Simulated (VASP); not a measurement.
# BeTe (F-43m) in VASP: further runs

Runs on BeTe. Level: PBEsol. Tasks: single point.

Program: VASP 6.6.1. These are calculated values, not measurements. Logs are shortened: lines on timing, memory, paths and dates and some standing lists are left out, and cuts for length are marked.

### Step 1. The cell of the first run

The structure is cubic, space group F-43m (No. 216). The conventional cell has a = 5.370 Å, b = 5.370 Å, c = 5.370 Å, α = 90.00°, β = 90.00°, γ = 90.00°. Be (site symmetry -43m) has 4 Te at 2.33 Å within 3.1 Å. Te (site symmetry -43m) has 4 Be at 2.33 Å within 3.1 Å.

### Step 2. Single point, PBEsol

File INCAR:

```
PREC     = Accurate       # precision mode
ENCUT    = 520            # plane-wave cutoff, eV
EDIFF    = 1E-6           # SCF threshold, eV
ISMEAR   = 0              # smearing method
SIGMA    = 0.01           # smearing width, eV
LREAL    = False          # projectors in reciprocal space
LASPH    = True           # aspherical terms in the spheres
NELM     = 100            # most SCF steps
ALGO     = Normal         # electronic algorithm
ISIF     = 2              # what is computed and relaxed
LWAVE    = False          # write WAVECAR
LCHARG   = False          # write CHGCAR
GGA      = PS             # functional
NBANDS   = 11             # bands
```

File KPOINTS:

```
regular mesh
0
Gamma
  8 8 8
```

File POSCAR:

```
BeTe
1.0
    0.0000000000      2.6851166592      2.6851166592
    2.6851166592      0.0000000000      2.6851166592
    2.6851166592      2.6851166592      0.0000000000
Be Te
1 1
Direct
    0.0000000000      0.0000000000      0.0000000000
    0.7500000000      0.7500000000      0.7500000000
```

Potentials or basis: VASP PAW PBE potentials, release 64 (Be, Te).

On the command line:

```console
$ cat potpaw_PBE.64/Be/POTCAR potpaw_PBE.64/Te/POTCAR > POTCAR
$ mpirun -np 1 vasp_std > vasp.out
```

OUTCAR:

```text
PREC = Accurate
   ENCUT = 520
   EDIFF = 1E-6
   ISMEAR = 0
   LREAL = False
   LASPH = True
   NELM = 100
   ISIF = 2
   GGA = PS

 ion  position               nearest neighbor table
   1  0.000  0.000  0.000-   2 2.33   2 2.33   2 2.33   2 2.33
   2  0.750  0.750  0.750-   1 2.33   1 2.33   1 2.33   1 2.33

  LATTYP: Found a face centered cubic cell.
 ALAT       =     5.3702333184

  Lattice vectors:

 A1 = (   0.0000000000,   2.6851166592,   2.6851166592)
 A2 = (   2.6851166592,   0.0000000000,   2.6851166592)
 A3 = (   2.6851166592,   2.6851166592,   0.0000000000)

Analysis of symmetry for initial positions (statically):
=====================================================================
 Subroutine PRICEL returns:
 Original cell was already a primitive cell.

 Routine SETGRP: Setting up the symmetry group for a
 face centered cubic supercell.

 Subroutine GETGRP returns: Found 24 space group operations
 (whereof 24 operations were pure point group operations)
 out of a pool of 48 trial point group operations.

The static configuration has the point symmetry T_d .

Analysis of symmetry for dynamics (positions and initial velocities):
=====================================================================
 Subroutine PRICEL returns:
 Original cell was already a primitive cell.

 Routine SETGRP: Setting up the symmetry group for a
 face centered cubic supercell.

 Subroutine GETGRP returns: Found 24 space group operations
 (whereof 24 operations were pure point group operations)
 out of a pool of 48 trial point group operations.

The dynamic configuration has the point symmetry T_d .

 Subroutine INISYM returns: Found 24 space group operations
 (whereof 24 operations are pure point group operations),
 and found     1 'primitive' translations

----------------------------------------------------------------------------------------

                                     Primitive cell

  volume of cell :      38.7186

  direct lattice vectors                    reciprocal lattice vectors
     0.000000000  2.685116659  2.685116659    -0.186211649  0.186211649  0.186211649
     2.685116659  0.000000000  2.685116659     0.186211649 -0.186211649  0.186211649
     2.685116659  2.685116659  0.000000000     0.186211649  0.186211649 -0.186211649

  length of vectors
     3.797328396  3.797328396  3.797328396     0.322528036  0.322528036  0.322528036

  position of ions in fractional coordinates (direct lattice)
     0.000000000  0.000000000  0.000000000
     0.750000000  0.750000000  0.750000000

  ion indices of the primitive-cell ions
   primitive index   ion index
                 1           1
                 2           2

----------------------------------------------------------------------------------------

 KPOINTS: regular mesh

Automatic generation of k-mesh.
 Grid dimensions read from file:
 generate k-points for:    8    8    8

 Generating k-lattice:

  Cartesian coordinates                     Fractional coordinates (reciprocal lattice)
    -0.023276456  0.023276456  0.023276456     0.125000000  0.000000000  0.000000000
     0.023276456 -0.023276456  0.023276456     0.000000000  0.125000000  0.000000000
     0.023276456  0.023276456 -0.023276456     0.000000000  0.000000000  0.125000000

  Length of vectors
     0.040316005  0.040316005  0.040316005

  Shift w.r.t. Gamma in fractional coordinates (k-lattice)
     0.000000000  0.000000000  0.000000000

 Subroutine IBZKPT returns following result:
 ===========================================

 Found     29 irreducible k-points:

 Following reciprocal coordinates:
            Coordinates               Weight
  0.000000  0.000000  0.000000      1.000000
  0.125000  0.000000  0.000000      8.000000
  0.250000  0.000000  0.000000      8.000000
  0.375000  0.000000  0.000000      8.000000
  0.500000  0.000000  0.000000      4.000000
  0.125000  0.125000  0.000000      6.000000
[... 16 lines left out ...]
  0.500000  0.250000  0.125000     48.000000
 -0.375000  0.250000  0.125000     24.000000
 [... further k-points ...]
   k-points           NKPTS =     29   k-points in BZ     NKDIM =     29   number of bands    NBANDS=     11
   number of dos      NEDOS =    301   number of ions     NIONS =      2
   total plane-waves  NPLWV =  21952
   dimension x,y,z NGX =    28 NGY =   28 NGZ =   28
   dimension x,y,z NGXF=    56 NGYF=   56 NGZF=   56
   ions per type =               1   1
   NGX,Y,Z   is equivalent  to a cutoff of  12.26, 12.26, 12.26 a.u.
   NGXF,Y,Z  is equivalent  to a cutoff of  24.52, 24.52, 24.52 a.u.
 SYSTEM =  unknown system
   PREC   = accura    normal or accurate (medium, high low for compatibility)
   ISTART =      0    job   : 0-new  1-cont  2-samecut
   ICHARG =      2    charge: 1-file 2-atom 10-const
   ISPIN  =      1    spin polarized calculation?
   LNONCOLLINEAR =      F non collinear calculations
   LSORBIT =      F    spin-orbit coupling
   LASPH  =      T    aspherical Exc in radial PAW
   ENCUT  =  520.0 eV  38.22 Ry    6.18 a.u.   7.06  7.06  7.06*2*pi/ulx,y,z
   NELM   =    100;   NELMIN=  2; NELMDL= -5     # of ELM steps
   EDIFF  = 0.1E-05   stopping-criterion for ELM
   LREAL  =      F    real-space projection
   EDIFFG = 0.1E-04   stopping-criterion for IOM
   NSW    =      0    number of steps for IOM
   IBRION =     -1    ionic relax: 0-MD 1-quasi-New 2-CG
   NFREE  =      0    steps in history (QN), initial steepest desc. (CG)
   ISIF   =      2    stress and relaxation
   ISYM   =      2    0-nonsym 1-usesym 2-fastsym
   POTIM  = 0.5000    time-step for ionic-motion
   TEBEG  =    0.0;   TEEND  =   0.0 temperature during run
   PSTRESS=    0.0 pullay stress
   NELECT =       8.0000    total number of electrons
   NUPDOWN=      -1.0000    fix difference up-down
   EMIN   =  10.00;   EMAX   =-10.00  energy-range for DOS
   EFERMI =   0.00;   METHOD = LEGACY
   ISMEAR =     0;   SIGMA  =   0.01  broadening in eV -4-tet -1-fermi 0-gaus
   EFERMI_NEDOS =   21; number of points for ismear=-14 and -15
   IALGO  =     38    algorithm
   IMIX   =      4    mixing-type and parameters
     AMIX     =   0.40;   BMIX     =  1.00
     AMIX_MAG =   1.60;   BMIX_MAG =  1.00
  volume/ion in A,a.u.               =      19.36       130.64
  Fermi-wavevector in a.u.,A,eV,Ry     =   0.967828  1.828930 12.744464  0.936692
  Thomas-Fermi vector in A             =   2.097747
   LORBIT       =      0    0 simple, 1 ext, 2 COOP (PROOUT), +10 PAW based schemes
   GGA     = PS    functional components
   LHFCALC =     F    Hartree Fock is set to
   AEXX    =    0.0000 exact exchange contribution
   IVDW    =     0    specifies the selected vdW correction
   LEPSILON=     F    determine dielectric tensor
   LRPA    =     F    only Hartree local field effects (RPA)
 non-spin polarized calculation
 Gauss-broadening in eV      SIGMA  =   0.01
  energy-cutoff  :      520.00
  volume of cell :       38.72
 maximum number of plane-waves:      1056
   NGX = 15   NGY = 15   NGZ = 15

 number of electron       8.0000000 magnetization

 Free energy of the ion-electron system (eV)
  ---------------------------------------------------
  ext. energy  EPLUGINS =         0.00000000
  ---------------------------------------------------
  free energy    TOTEN  =        -8.05689864 eV

  energy without entropy =       -8.05689864  energy(sigma->0) =       -8.05689864

 E-fermi :   6.7688     XC(G=0):  -9.7771

 val. band max:        6.7242724832   @ k =   0.0000   0.0000   0.0000
 cond. band min:       8.1892650318   @ k =   0.5000   0.5000   0.0000
 fundamental gap:      1.4649925487
 Fermi energy:         6.7687915790

 k-point     1 :       0.0000    0.0000    0.0000
  band No.  band energies     occupation
      1      -6.6484      2.00000
      2       6.7243      2.00000
      3       6.7243      2.00000
      4       6.7243      2.00000
      5      10.1699      0.00000
      6      10.1699      0.00000
      7      10.1699      0.00000
      8      11.5497      0.00000
      9      15.1122      0.00000
     10      17.2707      0.00000
     11      17.2707      0.00000

 k-point     2 :       0.1250    0.0000    0.0000
  band No.  band energies     occupation
      1      -6.4682      2.00000
      2       5.1875      2.00000
      3       6.4156      2.00000
      4       6.4156      2.00000
      5      10.3915      0.00000
      6      10.5952      0.00000
      7      10.5952      0.00000
      8      12.7262      0.00000
      9      15.5051      0.00000
     10      16.0869      0.00000
     11      16.0869      0.00000

 k-point     3 :       0.2500    0.0000    0.0000
  band No.  band energies     occupation
      1      -5.9615      2.00000
      2       2.8461      2.00000
      3       5.8707      2.00000
      4       5.8707      2.00000
      5      10.3081      0.00000
      6      11.1858      0.00000
      7      11.1858      0.00000
      8      14.3218      0.00000
      9      15.8080      0.00000
     10      15.8080      0.00000
     11      15.9795      0.00000

 k-point     4 :       0.3750    0.0000    0.0000
  band No.  band energies     occupation
      1      -5.2852      2.00000
      2       0.9515      2.00000
      3       5.4671      2.00000
      4       5.4671      2.00000
      5      10.1984      0.00000
      6      11.2531      0.00000
      7      11.2531      0.00000
      8      14.4168      0.00000
      9      17.0674      0.00000
     10      17.0674      0.00000
     11      17.2161      0.00000

 k-point     5 :       0.5000    0.0000    0.0000
  band No.  band energies     occupation
      1      -4.9078      2.00000
      2       0.1560      2.00000
      3       5.3243      2.00000
      4       5.3243      2.00000
      5      10.1585      0.00000
      6      11.1833      0.00000
      7      11.1833      0.00000
      8      14.2775      0.00000
      9      18.2193      0.00000
     10      18.7299      0.00000
     11      18.7299      0.00000
[... 211 lines left out ...]
 k-point    21 :       0.5000    0.5000    0.0000
  band No.  band energies     occupation
      1      -4.2618      2.00000
      2       0.7671      2.00000
      3       3.4809      2.00000
      4       3.4809      2.00000
      5       8.1893      0.00000
      6       9.0991      0.00000
      7      17.3500      0.00000
      8      17.3500      0.00000
      9      19.0801      0.00000
     10      20.7686      0.00000
     11      20.7687      0.00000

 k-point    22 :       0.3750    0.2500    0.1250
  band No.  band energies     occupation
      1      -5.5358      2.00000
      2       2.6285      2.00000
      3       3.9433      2.00000
      4       5.2034      2.00000
      5      10.1710      0.00000
      6      11.8925      0.00000
      7      12.0307      0.00000
      8      13.3653      0.00000
      9      16.2403      0.00000
     10      17.7190      0.00000
     11      18.5749      0.00000

 k-point    23 :       0.5000    0.2500    0.1250
  band No.  band energies     occupation
      1      -4.9229      2.00000
      2       1.3102      2.00000
      3       3.3608      2.00000
      4       4.6272      2.00000
      5      10.6522      0.00000
      6      11.4924      0.00000
      7      12.8538      0.00000
      8      14.0142      0.00000
      9      16.9071      0.00000
     10      17.6277      0.00000
     11      19.4539      0.00000

 k-point    24 :      -0.3750    0.2500    0.1250
  band No.  band energies     occupation
      1      -4.5939      2.00000
      2       0.6658      2.00000
      3       3.2633      2.00000
      4       4.3444      2.00000
      5      10.7375      0.00000
      6      11.2513      0.00000
      7      13.8284      0.00000
      8      14.8891      0.00000
      9      15.4292      0.00000
     10      18.5705      0.00000
     11      19.1415      0.00000

 [... further k-points ...]
[... 5 lines left out ...]
  --------------------------------------------------------------------------------------
  -------------------------------------------------------------------------------------
  Total        2.5096443      2.5096443      2.5096443      0.0000000      0.0000000      0.0000000
  in kB      103.8492313    103.8492313    103.8492313      0.0000000      0.0000000      0.0000000
  external PRESSURE =     103.8492313 kB  Pullay stress =       0.0000000 kB

 VOLUME and BASIS-vectors are now :
 -----------------------------------------------------------------------------
  energy-cutoff  :      520.00
  volume of cell :       38.72
      direct lattice vectors                 reciprocal lattice vectors
     0.000000000  2.685116659  2.685116659    -0.186211649  0.186211649  0.186211649
     2.685116659  0.000000000  2.685116659     0.186211649 -0.186211649  0.186211649
     2.685116659  2.685116659  0.000000000     0.186211649  0.186211649 -0.186211649

 POSITION                                       TOTAL-FORCE (eV/Angst)
 -----------------------------------------------------------------------------------
      0.00000      0.00000      0.00000        -0.000000      0.000000     -0.000000
      4.02767      4.02767      4.02767         0.000000     -0.000000      0.000000
 -----------------------------------------------------------------------------------
    total drift:                               -0.000000     -0.000000     -0.000000

  FREE ENERGIE OF THE ION-ELECTRON SYSTEM (eV)
  ---------------------------------------------------
  free  energy   TOTEN  =        -8.0568986416 eV

  energy  without entropy=       -8.0568986416  energy(sigma->0) =       -8.05689864
```

Wall time 5.9 s (1 thread of Intel Xeon Platinum 8488C (Sapphire Rapids), shared host); peak memory 0.16 GiB.

Results:

| Quantity | Value |
| --- | --- |
| Free energy | -8.0569 eV |
| Pressure | 10.4 GPa |
| Band gap on the k mesh | 1.47 eV, indirect (least direct gap 3.45 eV) |

Caveat: the PAW data sets were made with another functional, which shifts forces and pressure a little; spin-orbit coupling is left out, which moves the levels of the heavy elements.

### Step 3. Single point, PBEsol

This run uses another cell than the first one, of 18.47 Å³/atom, 0.954 times its volume.

File INCAR:

```
SYSTEM = BeTe
  ALGO = Normal
  EDIFF = 1E-6
  ENCUT = 520
  GGA = PS
  ISIF = 2
  ISMEAR = 0
  LASPH = .TRUE.
  LCHARG = .TRUE.
  LELF = .TRUE.
  LREAL = .FALSE.
  LVHAR = .TRUE.
  LWAVE = .FALSE.
  NBANDS = 11
  NELM = 100
  PREC = Accurate
  SIGMA = 0.01
```

File KPOINTS:

```
k-points
0
G
  8 8 8
  0 0 0
```

File POSCAR:

```
BeTe
1.0
    0.0000000000      2.6433948177      2.6433948177
    2.6433948177      0.0000000000      2.6433948177
    2.6433948177      2.6433948177      0.0000000000
Be Te
1 1
Direct
    0.0000000000      0.0000000000      0.0000000000
    0.7500000000      0.7500000000      0.7500000000
```

Potentials or basis: VASP PAW PBE potentials, release 64 (Be, Te).

On the command line:

```console
$ cat potpaw_PBE.64/Be/POTCAR potpaw_PBE.64/Te/POTCAR > POTCAR
$ mpirun -np 1 vasp_std > vasp.out
```

It took 6.5 s on 1 thread of Intel Xeon Platinum 8488C (Sapphire Rapids), shared host; peak memory 0.16 GiB.

Results (log left out):

- Free energy: -7.9148 eV
- Pressure: 15.4 GPa
- Band gap on the k mesh: 1.32 eV, indirect (least direct gap 3.38 eV)

Levels at points of the mesh, in eV from the valence-band top:
| k point | band 1 | band 2 | band 3 | band 4 | band 5 | band 6 | band 7 | band 8 |
| --- | --- | --- | --- | --- | --- | --- | --- | --- |
| (0.00, 0.00, 0.00) | -13.76 | 0.00 | 0.00 | 0.00 | 3.38 | 3.38 | 3.38 | 5.21 |
| (0.50, 0.00, 0.00) | -11.88 | -6.93 | -1.50 | -1.50 | 3.57 | 4.41 | 4.41 | 7.49 |
| (0.50, 0.50, 0.00) | -11.17 | -6.26 | -3.46 | -3.46 | 1.32 | 2.28 | 10.93 | 10.93 |

Caveat: the PAW data sets were made with another functional, which shifts forces and pressure a little; spin-orbit coupling is left out, which moves the levels of the heavy elements.

### Step 4. Single point, PBEsol

This run uses another cell than the first one, of 20.75 Å³/atom, 1.072 times its volume.

File INCAR:

```
PREC = Accurate ; ENCUT = 520
EDIFF = 1E-6 ; ISMEAR = 0
SIGMA = 0.01 ; LREAL = F
LASPH = T ; NELM = 60
ALGO = Normal ; ISIF = 2
LWAVE = F ; LCHARG = T
GGA = PS ; LELF = T
LVHAR = T ; NBANDS = 11
```

File KPOINTS:

```
regular mesh
0
Gamma
  8 8 8
```

File POSCAR:

```
BeTe
1.0
    0.0000000000      2.7479909288      2.7479909288
    2.7479909288      0.0000000000      2.7479909288
    2.7479909288      2.7479909288      0.0000000000
Be Te
1 1
Direct
    0.0000000000      0.0000000000      0.0000000000
    0.7500000000      0.7500000000      0.7500000000
```

On the command line:

```console
$ cat potpaw_PBE.64/Be/POTCAR potpaw_PBE.64/Te/POTCAR > POTCAR
$ mpirun -np 1 vasp_std > vasp.out
```

It took 8.4 s on 1 thread of Intel Xeon Platinum 8488C (Sapphire Rapids), shared host; peak memory 0.17 GiB.

It converged, with:

* Free energy: -8.1816 eV
* Pressure: 4.3 GPa
* Band gap on the k mesh: 1.66 eV, indirect (least direct gap 3.53 eV)

Levels at points of the mesh, in eV from the valence-band top:
| k point | band 2 | band 3 | band 4 | band 5 | band 6 | band 7 |
| --- | --- | --- | --- | --- | --- | --- |
| (0.00, 0.00, 0.00) | 0.00 | 0.00 | 0.00 | 3.53 | 3.53 | 3.53 |
| (0.50, 0.00, 0.00) | -6.07 | -1.26 | -1.26 | 3.23 | 4.52 | 4.52 |
| (0.50, 0.50, 0.00) | -5.54 | -2.95 | -2.95 | 1.66 | 2.50 | 10.18 |

Caveat: the PAW data sets were made with another functional, which shifts forces and pressure a little; spin-orbit coupling is left out, which moves the levels of the heavy elements. A k mesh can miss the band edges.

### Step 5. Single point, PBEsol

This run uses another cell than the first one, of 20.00 Å³/atom, 1.033 times its volume.

File INCAR:

```
PREC = Accurate ; ENCUT = 520
EDIFF = 1E-6 ; ISMEAR = 0
SIGMA = 0.01 ; LREAL = False
LASPH = True ; NELM = 60
ALGO = Normal ; ISIF = 2
LWAVE = False ; LCHARG = True
GGA = PS ; LELF = True
LVHAR = True ; NBANDS = 11
```

File KPOINTS:

```
Automatic mesh
0
Gamma
  8 8 8
```

File POSCAR:

```
BeTe
1.0
    0.0000000000      2.7145135904      2.7145135904
    2.7145135904      0.0000000000      2.7145135904
    2.7145135904      2.7145135904      0.0000000000
Be Te
1 1
Direct
    0.0000000000      0.0000000000      0.0000000000
    0.7500000000      0.7500000000      0.7500000000
```

On the command line:

```console
$ cat potpaw_PBE.64/Be/POTCAR potpaw_PBE.64/Te/POTCAR > POTCAR
$ mpirun -np 1 vasp_std > vasp.out
```

It took 9.5 s on 1 thread of Intel Xeon Platinum 8488C (Sapphire Rapids), shared host; peak memory 0.17 GiB.

Results (log left out):

| Property | Result |
| --- | --- |
| Free energy | -8.1276 eV |
| Pressure | 7.3 GPa |
| Band gap on the k mesh | 1.56 eV, indirect (least direct gap 3.49 eV) |

Levels at points of the mesh, in eV from the valence-band top:
| k point | band 2 | band 3 | band 4 | band 5 | band 6 | band 7 |
| --- | --- | --- | --- | --- | --- | --- |
| (0.00, 0.00, 0.00) | 0.00 | 0.00 | 0.00 | 3.49 | 3.49 | 3.49 |
| (0.50, 0.00, 0.00) | -6.33 | -1.33 | -1.33 | 3.34 | 4.49 | 4.49 |
| (0.50, 0.50, 0.00) | -5.76 | -3.10 | -3.10 | 1.56 | 2.44 | 10.41 |

Caveat: the PAW data sets were made with another functional, which shifts forces and pressure a little; spin-orbit coupling is left out, which moves the levels of the heavy elements. A k mesh can miss the band edges.

### Step 6. Overview

| cell | gap on the mesh (eV) | pressure (GPa) |
| --- | --- | --- |
| a = 3.797 Å, angles 60.0°, 2 atoms | 1.47 | 10.4 |
| a = 3.738 Å, angles 60.0°, 2 atoms | 1.32 | 15.4 |
| a = 3.886 Å, angles 60.0°, 2 atoms | 1.66 | 4.3 |
| a = 3.839 Å, angles 60.0°, 2 atoms | 1.56 | 7.3 |

Alike in all rows: task single point; level PBEsol; potentials or basis VASP PAW PBE potentials, release 64 (Be, Te); no spin polarisation; k mesh 8 × 8 × 8; cutoff (eV) 520; smearing gaussian 0.01 eV.

Caveats: the PAW data sets were made with another functional, which shifts forces and pressure a little; spin-orbit coupling is left out, which moves the levels of the heavy elements.

Total energies depend on the potentials used, so only differences within one code and one set of settings carry meaning.
